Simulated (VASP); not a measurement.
# Ti2O (P1) in VASP: notebook

Ti2O is run at these levels: LDA; tasks: single point.

Program: VASP 6.6.1. These are calculated values, not measurements. Logs are shortened: lines on timing, memory, paths and dates and some standing lists are left out, and cuts for length are marked.

## Step 1: The cell of the first run

The typed cell holds 3 atoms: a = 2.919 Å, b = 2.919 Å, c = 4.713 Å, α = 90.00°, β = 90.00°, γ = 120.00°.

## Step 2: Single point, LDA

Input file INCAR:

```
SYSTEM = Ti2O
  PREC = Accurate
  ENCUT = 520
  EDIFF = 1E-7
  ISMEAR = 1
  SIGMA = 0.1
  LREAL = .False.
  LASPH = .True.
  NELM = 80
  ALGO = Normal
  ISIF = 2
  LWAVE = .False.
  LCHARG = .False.
  NBANDS = 22
```

Input file KPOINTS:

```
Automatic mesh
0
Gamma
  7 7 4
  0 0 0
```

Input file POSCAR:

```
Ti2O
1.0
    2.9194000000      0.0000000000      0.0000000000
   -1.4597000000      2.5282750000      0.0000000000
    0.0000000000      0.0000000000      4.7130000000
Ti O
2 1
Direct
    0.6627413233      0.3326985423      0.2634232242
    0.3256012690      0.6715686603      0.7394102003
   -0.0059331298      0.0020552377      0.0010627866
```

Potentials or basis: VASP PAW LDA potentials, release 64 (Ti_sv, O).

The run is started by

```bash
> cat potpaw_LDA.64/Ti_sv/POTCAR potpaw_LDA.64/O/POTCAR > POTCAR
> mpirun -np 1 vasp_std > vasp.out
```

OUTCAR:

```text
SYSTEM = Ti2O
   PREC = Accurate
   ENCUT = 520
   EDIFF = 1E-7
   ISMEAR = 1
   LREAL = .False.
   LASPH = .True.
   NELM = 80
   ISIF = 2

 ion  position               nearest neighbor table
   1  0.663  0.333  0.263-   3 2.08   3 2.09   3 2.10   2 2.80   2 2.80   2 2.82
   2  0.326  0.672  0.739-   3 2.08   3 2.09   3 2.09   1 2.80   1 2.80   1 2.82
   3  0.994  0.002  0.001-   2 2.08   1 2.08   2 2.09   2 2.09   1 2.09   1 2.10

  LATTYP: Found a hexagonal cell.
 ALAT       =     2.9194000000
 C/A-ratio  =     1.6143728163

  Lattice vectors:

 A1 = (   2.9194000000,   0.0000000000,   0.0000000000)
 A2 = (  -1.4597000000,   2.5282750000,   0.0000000000)
 A3 = (   0.0000000000,   0.0000000000,   4.7130000000)

Analysis of symmetry for initial positions (statically):
=====================================================================
 Subroutine PRICEL returns:
 Original cell was already a primitive cell.

 Routine SETGRP: Setting up the symmetry group for a
 hexagonal supercell.

 Subroutine GETGRP returns: Found  1 space group operations
 (whereof  1 operations were pure point group operations)
 out of a pool of 24 trial point group operations.

The static configuration has the point symmetry C_1 .

Analysis of symmetry for dynamics (positions and initial velocities):
=====================================================================
 Subroutine PRICEL returns:
 Original cell was already a primitive cell.

 Routine SETGRP: Setting up the symmetry group for a
 hexagonal supercell.

 Subroutine GETGRP returns: Found  1 space group operations
 (whereof  1 operations were pure point group operations)
 out of a pool of 24 trial point group operations.

The dynamic configuration has the point symmetry C_1 .

 Subroutine INISYM returns: Found  1 space group operations
 (whereof  1 operations are pure point group operations),
 and found     1 'primitive' translations

----------------------------------------------------------------------------------------

                                     Primitive cell

  volume of cell :      34.7869

  direct lattice vectors                    reciprocal lattice vectors
     2.919400000  0.000000000  0.000000000     0.342536138  0.197763297  0.000000000
    -1.459700000  2.528275000  0.000000000     0.000000000  0.395526594  0.000000000
     0.000000000  0.000000000  4.713000000     0.000000000  0.000000000  0.212179079

  length of vectors
     2.919400000  2.919400378  4.713000000     0.395526645  0.395526594  0.212179079

  position of ions in fractional coordinates (direct lattice)
     0.662741323  0.332698542  0.263423224
     0.325601269  0.671568660  0.739410200
     0.994066870  0.002055238  0.001062787

  ion indices of the primitive-cell ions
   primitive index   ion index
                 1           1
                 2           2
                 3           3

----------------------------------------------------------------------------------------

 KPOINTS: Automatic mesh

Automatic generation of k-mesh.
 Grid dimensions read from file:
 generate k-points for:    7    7    4

 Generating k-lattice:

  Cartesian coordinates                     Fractional coordinates (reciprocal lattice)
     0.048933734  0.028251900  0.000000000     0.142857143 -0.000000000  0.000000000
     0.000000000  0.056503799  0.000000000     0.000000000  0.142857143  0.000000000
     0.000000000  0.000000000  0.053044770     0.000000000  0.000000000  0.250000000

  Length of vectors
     0.056503806  0.056503799  0.053044770

  Shift w.r.t. Gamma in fractional coordinates (k-lattice)
     0.000000000  0.000000000  0.000000000

 Subroutine IBZKPT returns following result:
 ===========================================

 Found     99 irreducible k-points:

 Following reciprocal coordinates:
            Coordinates               Weight
  0.000000  0.000000  0.000000      1.000000
  0.142857  0.000000  0.000000      2.000000
  0.000000  0.142857  0.000000      2.000000
 -0.142857  0.142857  0.000000      2.000000
  0.285714  0.000000  0.000000      2.000000
  0.000000  0.285714  0.000000      2.000000
[... 16 lines left out ...]
  0.285714  0.285714  0.000000      2.000000
 -0.285714 -0.428571  0.000000      2.000000
 [... further k-points ...]
   k-points           NKPTS =     99   k-points in BZ     NKDIM =     99   number of bands    NBANDS=     22
   number of dos      NEDOS =    301   number of ions     NIONS =      3
   total plane-waves  NPLWV =  20736
   dimension x,y,z NGX =    24 NGY =   24 NGZ =   36
   dimension x,y,z NGXF=    48 NGYF=   48 NGZF=   72
   ions per type =               2   1
   NGX,Y,Z   is equivalent  to a cutoff of  13.67, 13.67, 12.70 a.u.
   NGXF,Y,Z  is equivalent  to a cutoff of  27.33, 27.33, 25.40 a.u.
 SYSTEM =  Ti2O
   PREC   = accura    normal or accurate (medium, high low for compatibility)
   ISTART =      0    job   : 0-new  1-cont  2-samecut
   ICHARG =      2    charge: 1-file 2-atom 10-const
   ISPIN  =      1    spin polarized calculation?
   LNONCOLLINEAR =      F non collinear calculations
   LSORBIT =      F    spin-orbit coupling
   LASPH  =      T    aspherical Exc in radial PAW
   ENCUT  =  520.0 eV  38.22 Ry    6.18 a.u.   5.43  5.43  8.76*2*pi/ulx,y,z
   NELM   =     80;   NELMIN=  2; NELMDL= -5     # of ELM steps
   EDIFF  = 0.1E-06   stopping-criterion for ELM
   LREAL  =      F    real-space projection
   EDIFFG = 0.1E-05   stopping-criterion for IOM
   NSW    =      0    number of steps for IOM
   IBRION =     -1    ionic relax: 0-MD 1-quasi-New 2-CG
   NFREE  =      0    steps in history (QN), initial steepest desc. (CG)
   ISIF   =      2    stress and relaxation
   ISYM   =      2    0-nonsym 1-usesym 2-fastsym
   POTIM  = 0.5000    time-step for ionic-motion
   TEBEG  =    0.0;   TEEND  =   0.0 temperature during run
   PSTRESS=    0.0 pullay stress
   NELECT =      30.0000    total number of electrons
   NUPDOWN=      -1.0000    fix difference up-down
   EMIN   =  10.00;   EMAX   =-10.00  energy-range for DOS
   EFERMI =   0.00;   METHOD = LEGACY
   ISMEAR =     1;   SIGMA  =   0.10  broadening in eV -4-tet -1-fermi 0-gaus
   EFERMI_NEDOS =   21; number of points for ismear=-14 and -15
   IALGO  =     38    algorithm
   IMIX   =      4    mixing-type and parameters
     AMIX     =   0.40;   BMIX     =  1.00
     AMIX_MAG =   1.60;   BMIX_MAG =  1.00
  volume/ion in A,a.u.               =      11.60        78.25
  Fermi-wavevector in a.u.,A,eV,Ry     =   1.558273  2.944708 33.037855  2.428214
  Thomas-Fermi vector in A             =   2.661801
   LORBIT       =      0    0 simple, 1 ext, 2 COOP (PROOUT), +10 PAW based schemes
   GGA     = CA    functional components
   LHFCALC =     F    Hartree Fock is set to
   AEXX    =    0.0000 exact exchange contribution
   IVDW    =     0    specifies the selected vdW correction
   LEPSILON=     F    determine dielectric tensor
   LRPA    =     F    only Hartree local field effects (RPA)
 non-spin polarized calculation
 Methfessel and Paxton  Order N= 1 SIGMA  =   0.10
  energy-cutoff  :      520.00
  volume of cell :       34.79
 maximum number of plane-waves:       966
 NGX is ok and might be reduce to    24
   NGX = 11   NGY = 11   NGZ = 17

 number of electron      29.9999999 magnetization

 Free energy of the ion-electron system (eV)
  ---------------------------------------------------
  ext. energy  EPLUGINS =         0.00000000
  ---------------------------------------------------
  free energy    TOTEN  =       -28.74014439 eV

  energy without entropy =      -28.73958740  energy(sigma->0) =      -28.73995873

 E-fermi :  10.1927     XC(G=0): -12.8847

 val. band max:       10.1734384450   @ k =   0.1429   0.0000   0.2500
 cond. band min:      10.1976970491   @ k =   0.0000   0.0000   0.0000
 fundamental gap:      0.0242586041
 Fermi energy:        10.1927211142

 k-point     1 :       0.0000    0.0000    0.0000
  band No.  band energies     occupation
      1     -46.2644      2.00000
      2     -46.1108      2.00000
      3     -23.3897      2.00000
      4     -22.6110      2.00000
      5     -22.6056      2.00000
      6     -22.5199      2.00000
[... 14 lines left out ...]
     21      11.4406     -0.00000
     22      14.3593      0.00000

 k-point     2 :       0.1429    0.0000    0.0000
  band No.  band energies     occupation
      1     -46.2408      2.00000
      2     -46.1008      2.00000
      3     -23.3254      2.00000
      4     -22.7301      2.00000
      5     -22.6457      2.00000
      6     -22.6330      2.00000
[... 14 lines left out ...]
     21      12.1733     -0.00000
     22      13.6427      0.00000

 k-point     3 :       0.0000    0.1429    0.0000
  band No.  band energies     occupation
      1     -46.2408      2.00000
      2     -46.1009      2.00000
      3     -23.3252      2.00000
      4     -22.7303      2.00000
      5     -22.6455      2.00000
      6     -22.6323      2.00000
[... 14 lines left out ...]
     21      12.1651     -0.00000
     22      13.6384      0.00000

 k-point     4 :      -0.1429    0.1429    0.0000
  band No.  band energies     occupation
      1     -46.2410      2.00000
      2     -46.1006      2.00000
      3     -23.3264      2.00000
      4     -22.7281      2.00000
      5     -22.6482      2.00000
      6     -22.6368      2.00000
[... 14 lines left out ...]
     21      12.1786     -0.00000
     22      13.6768      0.00000

 k-point     5 :       0.2857    0.0000    0.0000
  band No.  band energies     occupation
      1     -46.1843      2.00000
      2     -46.0817      2.00000
      3     -23.1683      2.00000
      4     -22.9989      2.00000
      5     -22.8669      2.00000
      6     -22.7234      2.00000
[... 14 lines left out ...]
     21      13.0791      0.00000
     22      13.7418      0.00000

 k-point     6 :       0.0000    0.2857    0.0000
  band No.  band energies     occupation
      1     -46.1841      2.00000
      2     -46.0818      2.00000
      3     -23.1676      2.00000
      4     -22.9986      2.00000
      5     -22.8668      2.00000
      6     -22.7233      2.00000
[... 14 lines left out ...]
     21      13.0735      0.00000
     22      13.7385      0.00000

 k-point     7 :      -0.2857    0.2857    0.0000
  band No.  band energies     occupation
      1     -46.1853      2.00000
      2     -46.0805      2.00000
      3     -23.1738      2.00000
      4     -23.0014      2.00000
      5     -22.8674      2.00000
      6     -22.7246      2.00000
[... 324 lines left out ...]
      6     -22.8533      2.00000
[... 14 lines left out ...]
     21      13.4258      0.00000
     22      13.8928      0.00000

 k-point    21 :      -0.1429   -0.4286    0.0000
  band No.  band energies     occupation
      1     -46.1120      2.00000
      2     -46.0757      2.00000
      3     -23.2415      2.00000
      4     -23.0320      2.00000
      5     -22.8928      2.00000
      6     -22.8535      2.00000
[... 14 lines left out ...]
     21      13.4251      0.00000
     22      13.8928      0.00000

 k-point    22 :       0.4286    0.4286    0.0000
  band No.  band energies     occupation
      1     -46.1160      2.00000
      2     -46.0715      2.00000
      3     -23.2482      2.00000
      4     -23.0319      2.00000
      5     -22.9128      2.00000
      6     -22.8526      2.00000
[... 14 lines left out ...]
     21      13.4287      0.00000
     22      13.8957      0.00000

 k-point    23 :       0.2857    0.2857    0.0000
  band No.  band energies     occupation
      1     -46.1024      2.00000
      2     -46.0778      2.00000
      3     -23.1843      2.00000
      4     -22.9921      2.00000
      5     -22.9065      2.00000
      6     -22.8496      2.00000
[... 14 lines left out ...]
     21      13.4053      0.00000
     22      14.5537      0.00000

 k-point    24 :      -0.2857   -0.4286    0.0000
  band No.  band energies     occupation
      1     -46.1048      2.00000
      2     -46.0753      2.00000
      3     -23.1876      2.00000
      4     -22.9920      2.00000
      5     -22.9100      2.00000
      6     -22.8570      2.00000
[... 14 lines left out ...]
     21      13.3973      0.00000
     22      14.5463      0.00000

 [... further k-points ...]
[... 5 lines left out ...]
  --------------------------------------------------------------------------------------
  -------------------------------------------------------------------------------------
  Total        0.2355131      0.2704170     -0.4671711      0.0231980      0.0387356     -0.0553980
  in kB       10.8470172     12.4545820    -21.5164801      1.0684301      1.7840433     -2.5514621
  external PRESSURE =       0.5950397 kB  Pullay stress =       0.0000000 kB

 VOLUME and BASIS-vectors are now :
 -----------------------------------------------------------------------------
  energy-cutoff  :      520.00
  volume of cell :       34.79
      direct lattice vectors                 reciprocal lattice vectors
     2.919400000  0.000000000  0.000000000     0.342536138  0.197763297  0.000000000
    -1.459700000  2.528275000  0.000000000     0.000000000  0.395526594  0.000000000
     0.000000000  0.000000000  4.713000000     0.000000000  0.000000000  0.212179079

 POSITION                                       TOTAL-FORCE (eV/Angst)
 -----------------------------------------------------------------------------------
      1.44917      0.84115      1.24151        -0.055725      0.038890      0.095336
     -0.02973      1.69791      3.48484         0.053941     -0.041117     -0.117120
      2.89908      0.00520      0.00501         0.001784      0.002227      0.021784
 -----------------------------------------------------------------------------------
    total drift:                               -0.000298      0.000092      0.000274

  FREE ENERGIE OF THE ION-ELECTRON SYSTEM (eV)
  ---------------------------------------------------
  free  energy   TOTEN  =       -28.7401443896 eV

  energy  without entropy=      -28.7395873965  energy(sigma->0) =      -28.73995873
```

Run time: 1.8 min. Hardware: 1 thread of Intel Xeon 8259CL, shared host; peak memory 0.19 GiB.

What came out:

- Free energy: -28.7401 eV
- Pressure: 0.1 GPa
- Largest force: 0.135 eV/Å
- Band gap on the k mesh: zero (bands 15 and 16 overlap by 0.53 eV)

Forces in eV/Å, atoms in the order of the input:
```
Ti  -0.056  0.039  0.095
Ti   0.054 -0.041 -0.117
O    0.002  0.002  0.022
```

Levels at points of the mesh, in eV from the Fermi level:
| k point | band 12 | band 13 | band 14 | band 15 | band 16 | band 17 | band 18 | band 19 |
| --- | --- | --- | --- | --- | --- | --- | --- | --- |
| (0.00, 0.00, 0.00) | -6.45 | -3.52 | 0.00 | 0.11 | 0.56 | 0.57 | 1.02 | 1.09 |
| (0.00, 0.00, 0.50) | -6.51 | -1.70 | -1.61 | 0.07 | 0.08 | 1.28 | 2.03 | 2.07 |

## Step 3: Single point, LDA

Input file INCAR:

```
SYSTEM = Ti2O
ALGO = Normal ; EDIFF = 1E-6
ENCUT = 520 ; GGA = CA
ISIF = 2 ; ISMEAR = 1
LASPH = .True. ; LCHARG = .False.
LREAL = .False. ; LWAVE = .False.
NBANDS = 22 ; NELM = 60
PREC = Accurate ; SIGMA = 0.1
```

Input file KPOINTS:

```
k-points
0
Gamma
  7 7 4
  0 0 0
```

Input file POSCAR:

```
Ti2O
1.0
    2.9194000000      0.0000000000      0.0000000000
   -1.4597000000      2.5282750000      0.0000000000
    0.0000000000      0.0000000000      4.7130000000
Ti O
2 1
Direct
    0.6620923247      0.3333196172      0.2638221230
    0.3263698356      0.6701645369      0.7391498086
   -0.0060526914      0.0028382834      0.0009242654
```

Potentials or basis: VASP PAW LDA potentials, release 64 (Ti_sv, O).

The run is started by

```bash
> cat potpaw_LDA.64/Ti_sv/POTCAR potpaw_LDA.64/O/POTCAR > POTCAR
> mpirun -np 1 vasp_std > vasp.out
```

OUTCAR:

```text
SYSTEM = Ti2O
   EDIFF = 1E-6
   ENCUT = 520
   GGA = CA
   ISIF = 2
   ISMEAR = 1
   LASPH = .True.
   LREAL = .False.
   NELM = 60
   PREC = Accurate

 ion  position               nearest neighbor table
   1  0.662  0.333  0.264-   3 2.08   3 2.09   3 2.10   2 2.80   2 2.80   2 2.81
   2  0.326  0.670  0.739-   3 2.09   3 2.09   3 2.09   1 2.80   1 2.80   1 2.81
   3  0.994  0.003  0.001-   1 2.08   2 2.09   2 2.09   2 2.09   1 2.09   1 2.10

  LATTYP: Found a hexagonal cell.
 ALAT       =     2.9194000000
 C/A-ratio  =     1.6143728163

[... 197 lines left out ...]
      6     -22.5185      2.00000
[... 589 lines left out ...]
     21      13.3992      0.00000
     22      14.5478      0.00000

 [... further k-points ...]
[... 5 lines left out ...]
  --------------------------------------------------------------------------------------
  -------------------------------------------------------------------------------------
  Total        0.2274074      0.2518436     -0.4545524      0.0159695      0.0243590     -0.0343670
  in kB       10.4736929     11.5991508    -20.9352994      0.7355070      1.1219028     -1.5828376
  external PRESSURE =       0.3791814 kB  Pullay stress =       0.0000000 kB

 VOLUME and BASIS-vectors are now :
 -----------------------------------------------------------------------------
  energy-cutoff  :      520.00
  volume of cell :       34.79
      direct lattice vectors                 reciprocal lattice vectors
     2.919400000  0.000000000  0.000000000     0.342536138  0.197763297  0.000000000
    -1.459700000  2.528275000  0.000000000     0.000000000  0.395526594  0.000000000
     0.000000000  0.000000000  4.713000000     0.000000000  0.000000000  0.212179079

 POSITION                                       TOTAL-FORCE (eV/Angst)
 -----------------------------------------------------------------------------------
      1.44637      0.84272      1.24339        -0.048444      0.040605      0.067241
     -0.02544      1.69436      3.48361         0.021689     -0.010694     -0.101651
      2.89759      0.00718      0.00436         0.026755     -0.029910      0.034410
 -----------------------------------------------------------------------------------
    total drift:                               -0.000330      0.000134      0.000095

  FREE ENERGIE OF THE ION-ELECTRON SYSTEM (eV)
  ---------------------------------------------------
  free  energy   TOTEN  =       -28.7408275824 eV

  energy  without entropy=      -28.7402947042  energy(sigma->0) =      -28.74064996
```

Run time: 1.7 min. Hardware: 1 thread of Intel Xeon 8259CL, shared host; peak memory 0.19 GiB.

Results:

| Quantity | Value |
| --- | --- |
| Free energy | -28.7408 eV |
| Pressure | 0.0 GPa |
| Largest force | 0.104 eV/Å |
| Band gap on the k mesh | zero (bands 15 and 16 overlap by 0.52 eV) |

Forces in eV/Å, atoms in the order of the input:
```
Ti  -0.048  0.041  0.067
Ti   0.022 -0.011 -0.102
O    0.027 -0.030  0.034
```

Stress tensor (GPa, compression positive):
```
 1.05  0.07 -0.16
 0.07  1.16  0.11
-0.16  0.11 -2.09
```
